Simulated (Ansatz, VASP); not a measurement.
**One calculation of Ir, two programs**

```xyz
2
Lattice="2.7270 0.0000 0.0000 -1.3635 2.3616 0.0000 0.0000 0.0000 4.4312" Properties=species:S:1:pos:R:3 pbc="T T T"
Ir    0.0000    1.5744    1.1078
Ir    1.3635    0.7872    3.3234
```

Alike in both runs: functional r2SCAN; k mesh 13 × 13 × 7; occupations fermi-dirac, width 0.05 eV; collinear spin.

Ansatz relaxed the structure, and its values are those at the end. VASP's run is a single point on that final structure, the one shown.

```csv
,VASP,Ansatz
version,VASP 6.6.1,Ansatz 0.2.0
potentials or method,"VASP PAW PBE potentials, release 64 (Ir), cutoff 520 eV","plane waves (500 eV) with PAW, scalar-relativistic"
valence electrons in the cell,18,34
```

```csv
,VASP,Ansatz,Ansatz less VASP
pressure (GPa),2.5,0.0,-2.48
net moment per atom (μB),0.00,0.00,0.000
```

VASP's potentials were made for PBE, not for r2SCAN. VASP's potentials hold 18 valence electrons a cell and Ansatz's 34, so a difference there can come from the potentials and not from the codes. Ansatz's warnings: seeded moment not kept.

Neither program's run includes spin-orbit coupling.
